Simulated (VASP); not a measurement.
# BN (P6_3/mmc) in VASP: notebook, part 2 of 2

VASP 6.6.1.

## Step 5: Single point, PBEsol (volume 10.234 Å^3 an atom, c/a of the conventional cell 2.9482)

Contents of INCAR:

```
SYSTEM = BN
ALGO     = Normal         ! electronic algorithm
EDIFF    = 1E-6           ! SCF threshold, eV
ENCUT    = 520            ! plane-wave cutoff, eV
GGA      = PS             ! functional
ISIF     = 2              ! what is computed and relaxed
ISMEAR   = 0              ! smearing method
LASPH    = .TRUE.         ! aspherical terms in the spheres
LCHARG   = .FALSE.        ! write CHGCAR
LREAL    = .FALSE.        ! projectors in reciprocal space
LWAVE    = .FALSE.        ! write WAVECAR
NBANDS   = 16             ! bands
NELM     = 100            ! most SCF steps
PREC     = Accurate       ! precision mode
SIGMA    = 0.05           ! smearing width, eV
```

Contents of KPOINTS:

```
k-points
0
G
  12 12 4
  0 0 0
```

Contents of POSCAR:

```
BN
1.0
    2.5215791810      0.0000000000      0.0000000000
   -1.2607895905      2.1837516284      0.0000000000
    0.0000000000      0.0000000000      7.4341197413
B N
2 2
Direct
    0.3333333333      0.6666666667      0.2500000000
    0.6666666667      0.3333333333      0.7500000000
    0.3333333333      0.6666666667      0.7500000000
    0.6666666667      0.3333333333      0.2500000000
```

Potentials or basis: VASP PAW PBE potentials, release 64 (B, N).

Started as:

```
cat potpaw_PBE.64/B/POTCAR potpaw_PBE.64/N/POTCAR > POTCAR
mpirun -np 1 vasp_std > vasp.out
```

OUTCAR:

```text
SYSTEM = BN
   EDIFF = 1E-6
   ENCUT = 520
   GGA = PS
   ISIF = 2
   ISMEAR = 0
   LASPH = .TRUE.
   LREAL = .FALSE.
   NELM = 100
   PREC = Accurate

 ion  position               nearest neighbor table
   1  0.333  0.667  0.250-   4 1.46   4 1.46   4 1.46
   2  0.667  0.333  0.750-   3 1.46   3 1.46   3 1.46
   3  0.333  0.667  0.750-   2 1.46   2 1.46   2 1.46
   4  0.667  0.333  0.250-   1 1.46   1 1.46   1 1.46

  LATTYP: Found a hexagonal cell.
 ALAT       =     2.5215791810
 C/A-ratio  =     2.9482000000

  Lattice vectors:

 A1 = (   2.5215791810,   0.0000000000,   0.0000000000)
 A2 = (  -1.2607895905,   2.1837516284,   0.0000000000)
 A3 = (   0.0000000000,   0.0000000000,   7.4341197413)

Analysis of symmetry for initial positions (statically):
=====================================================================
 Subroutine PRICEL returns:
 Original cell was already a primitive cell.

 Routine SETGRP: Setting up the symmetry group for a
 hexagonal supercell.

 Subroutine GETGRP returns: Found 24 space group operations
 (whereof 12 operations were pure point group operations)
 out of a pool of 24 trial point group operations.

The static configuration has the point symmetry D_3d.
 The point group associated with its full space group is D_6h.

Analysis of symmetry for dynamics (positions and initial velocities):
=====================================================================
 Subroutine PRICEL returns:
 Original cell was already a primitive cell.

 Routine SETGRP: Setting up the symmetry group for a
 hexagonal supercell.

 Subroutine GETGRP returns: Found 24 space group operations
 (whereof 12 operations were pure point group operations)
 out of a pool of 24 trial point group operations.

The dynamic configuration has the point symmetry D_3d.
 The point group associated with its full space group is D_6h.

 Subroutine INISYM returns: Found 24 space group operations
 (whereof 12 operations are pure point group operations),
 and found     1 'primitive' translations

----------------------------------------------------------------------------------------

                                     Primitive cell

  volume of cell :      40.9360

  direct lattice vectors                    reciprocal lattice vectors
     2.521579181  0.000000000  0.000000000     0.396576878  0.228963767  0.000000000
    -1.260789590  2.183751628  0.000000000     0.000000000  0.457927535  0.000000000
     0.000000000  0.000000000  7.434119741     0.000000000  0.000000000  0.134514917

  length of vectors
     2.521579181  2.521579181  7.434119741     0.457927535  0.457927535  0.134514917

  position of ions in fractional coordinates (direct lattice)
     0.333333333  0.666666667  0.250000000
     0.666666667  0.333333333  0.750000000
     0.333333333  0.666666667  0.750000000
     0.666666667  0.333333333  0.250000000

  ion indices of the primitive-cell ions
   primitive index   ion index
                 1           1
                 2           2
                 3           3
                 4           4

----------------------------------------------------------------------------------------

 KPOINTS: k-points

Automatic generation of k-mesh.
 Grid dimensions read from file:
 generate k-points for:   12   12    4

 Generating k-lattice:

  Cartesian coordinates                     Fractional coordinates (reciprocal lattice)
     0.033048073  0.019080314  0.000000000     0.083333333  0.000000000  0.000000000
     0.000000000  0.038160628  0.000000000     0.000000000  0.083333333  0.000000000
     0.000000000  0.000000000  0.033628729     0.000000000  0.000000000  0.250000000

  Length of vectors
     0.038160628  0.038160628  0.033628729

  Shift w.r.t. Gamma in fractional coordinates (k-lattice)
     0.000000000  0.000000000  0.000000000

 Subroutine IBZKPT returns following result:
 ===========================================

 Found     57 irreducible k-points:

 Following reciprocal coordinates:
            Coordinates               Weight
  0.000000  0.000000  0.000000      1.000000
  0.083333  0.000000  0.000000      6.000000
  0.166667  0.000000  0.000000      6.000000
  0.250000  0.000000  0.000000      6.000000
  0.333333  0.000000  0.000000      6.000000
  0.416667 -0.000000  0.000000      6.000000
[... 16 lines left out ...]
  0.250000  0.000000  0.250000     12.000000
  0.333333  0.000000  0.250000     12.000000
 [... further k-points ...]
   k-points           NKPTS =     57   k-points in BZ     NKDIM =     57   number of bands    NBANDS=     16
   number of dos      NEDOS =    301   number of ions     NIONS =      4
   total plane-waves  NPLWV =  22400
   dimension x,y,z NGX =    20 NGY =   20 NGZ =   56
   dimension x,y,z NGXF=    40 NGYF=   40 NGZF=  112
   ions per type =               2   2
   NGX,Y,Z   is equivalent  to a cutoff of  13.19, 13.19, 12.52 a.u.
   NGXF,Y,Z  is equivalent  to a cutoff of  26.37, 26.37, 25.05 a.u.
 SYSTEM =  BN
   PREC   = accura    normal or accurate (medium, high low for compatibility)
   ISTART =      0    job   : 0-new  1-cont  2-samecut
   ICHARG =      2    charge: 1-file 2-atom 10-const
   ISPIN  =      1    spin polarized calculation?
   LNONCOLLINEAR =      F non collinear calculations
   LSORBIT =      F    spin-orbit coupling
   LASPH  =      T    aspherical Exc in radial PAW
   ENCUT  =  520.0 eV  38.22 Ry    6.18 a.u.   4.69  4.69 13.82*2*pi/ulx,y,z
   NELM   =    100;   NELMIN=  2; NELMDL= -5     # of ELM steps
   EDIFF  = 0.1E-05   stopping-criterion for ELM
   LREAL  =      F    real-space projection
   EDIFFG = 0.1E-04   stopping-criterion for IOM
   NSW    =      0    number of steps for IOM
   IBRION =     -1    ionic relax: 0-MD 1-quasi-New 2-CG
   NFREE  =      0    steps in history (QN), initial steepest desc. (CG)
   ISIF   =      2    stress and relaxation
   ISYM   =      2    0-nonsym 1-usesym 2-fastsym
   POTIM  = 0.5000    time-step for ionic-motion
   TEBEG  =    0.0;   TEEND  =   0.0 temperature during run
   PSTRESS=    0.0 pullay stress
   NELECT =      16.0000    total number of electrons
   NUPDOWN=      -1.0000    fix difference up-down
   EMIN   =  10.00;   EMAX   =-10.00  energy-range for DOS
   EFERMI =   0.00;   METHOD = LEGACY
   ISMEAR =     0;   SIGMA  =   0.05  broadening in eV -4-tet -1-fermi 0-gaus
   EFERMI_NEDOS =   21; number of points for ismear=-14 and -15
   IALGO  =     38    algorithm
   IMIX   =      4    mixing-type and parameters
     AMIX     =   0.40;   BMIX     =  1.00
     AMIX_MAG =   1.60;   BMIX_MAG =  1.00
  volume/ion in A,a.u.               =      10.23        69.06
  Fermi-wavevector in a.u.,A,eV,Ry     =   1.196960  2.261927 19.493252  1.432714
  Thomas-Fermi vector in A             =   2.332887
   LORBIT       =      0    0 simple, 1 ext, 2 COOP (PROOUT), +10 PAW based schemes
   GGA     = PS    functional components
   LHFCALC =     F    Hartree Fock is set to
   AEXX    =    0.0000 exact exchange contribution
   IVDW    =     0    specifies the selected vdW correction
   LEPSILON=     F    determine dielectric tensor
   LRPA    =     F    only Hartree local field effects (RPA)
 non-spin polarized calculation
 Gauss-broadening in eV      SIGMA  =   0.05
  energy-cutoff  :      520.00
  volume of cell :       40.94
 maximum number of plane-waves:      1131
 NGX is ok and might be reduce to    20
   NGX =  9   NGY =  9   NGZ = 27

 number of electron      15.9999999 magnetization

 Free energy of the ion-electron system (eV)
  ---------------------------------------------------
  ext. energy  EPLUGINS =         0.00000000
  ---------------------------------------------------
  free energy    TOTEN  =       -36.55907020 eV

  energy without entropy =      -36.55907020  energy(sigma->0) =      -36.55907020

 E-fermi :   1.4780     XC(G=0):  -9.4952

 val. band max:        1.2586115918   @ k =   0.3333   0.3333   0.5000
 cond. band min:       5.5766099393   @ k =   0.5000   0.0000   0.0000
 fundamental gap:      4.3179983475
 Fermi energy:         1.4780384319

 k-point     1 :       0.0000    0.0000    0.0000
  band No.  band energies     occupation
      1     -16.2991      2.00000
      2     -16.1772      2.00000
      3      -4.5061      2.00000
      4      -3.2830      2.00000
      5      -0.0765      2.00000
      6      -0.0765      2.00000
[... 8 lines left out ...]
     15      12.6655      0.00000
     16      13.8247      0.00000
[... 420 lines left out ...]
  band No.  band energies     occupation
      1     -14.3466      2.00000
      2     -14.2863      2.00000
      3      -5.5720      2.00000
      4      -5.5534      2.00000
      5      -2.2907      2.00000
      6      -2.2760      2.00000
[... 8 lines left out ...]
     15      17.1557      0.00000
     16      19.0419      0.00000

 [... further k-points ...]
[... 5 lines left out ...]
  --------------------------------------------------------------------------------------
  -------------------------------------------------------------------------------------
  Total       -1.5494345     -1.5494345     -0.1083417      0.0000000     -0.0000000      0.0000000
  in kB      -60.6426811    -60.6426811     -4.2403425      0.0000000     -0.0000000      0.0000000
  external PRESSURE =     -41.8419016 kB  Pullay stress =       0.0000000 kB

 VOLUME and BASIS-vectors are now :
 -----------------------------------------------------------------------------
  energy-cutoff  :      520.00
  volume of cell :       40.94
      direct lattice vectors                 reciprocal lattice vectors
     2.521579181  0.000000000  0.000000000     0.396576878  0.228963767  0.000000000
    -1.260789590  2.183751628  0.000000000     0.000000000  0.457927535  0.000000000
     0.000000000  0.000000000  7.434119741     0.000000000  0.000000000  0.134514917

 POSITION                                       TOTAL-FORCE (eV/Angst)
 -----------------------------------------------------------------------------------
     -0.00000      1.45583      1.85853         0.000000     -0.000000      0.000000
      1.26079      0.72792      5.57559        -0.000000      0.000000      0.000000
     -0.00000      1.45583      5.57559         0.000000     -0.000000      0.000000
      1.26079      0.72792      1.85853        -0.000000      0.000000      0.000000
 -----------------------------------------------------------------------------------
    total drift:                               -0.000000      0.000000      0.000000

  FREE ENERGIE OF THE ION-ELECTRON SYSTEM (eV)
  ---------------------------------------------------
  free  energy   TOTEN  =       -36.5590701979 eV

  energy  without entropy=      -36.5590701979  energy(sigma->0) =      -36.55907020
```

It took 16 s on 1 thread of AMD EPYC 9R45 (Zen 5), shared host; peak memory 0.14 GiB.

What came out:

| Property | Result |
| --- | --- |
| Free energy | -36.5591 eV |
| Pressure | -4.2 GPa |
| Band gap on the k mesh | 4.32 eV, indirect (least direct gap 4.56 eV) |

Caveat: the PAW data sets were made with another functional, which shifts forces and pressure a little; this functional lacks dispersion, which binds the layers, so the pressure and a relaxed spacing across them are unreliable. A k mesh can miss the band edges.

## Step 6: The runs side by side

```csv
cell,gap on the mesh (eV),pressure (GPa)
"a = 2.542, b = 2.542, c = 7.316 Å, angles 90.0, 90.0, 120.0°, 4 atoms",4.25,-9.0
"a = 2.646, b = 2.646, c = 6.750 Å, angles 90.0, 90.0, 120.0°, 4 atoms",3.89,-30.3
"a = 2.562, b = 2.562, c = 7.199 Å, angles 90.0, 90.0, 120.0°, 4 atoms",4.18,-13.7
"a = 2.522, b = 2.522, c = 7.434 Å, angles 90.0, 90.0, 120.0°, 4 atoms",4.32,-4.2
```

Alike in all rows: task single point; level PBEsol; potentials or basis VASP PAW PBE potentials, release 64 (B, N); no spin polarisation; k mesh 12 × 12 × 4; cutoff (eV) 520; smearing gaussian 0.05 eV.

Caveats: the PAW data sets were made with another functional, which shifts forces and pressure a little; this functional lacks dispersion, which binds the layers, so the pressure and a relaxed spacing across them are unreliable.

Total energies depend on the potentials used, so only differences within one code and one set of settings carry meaning.
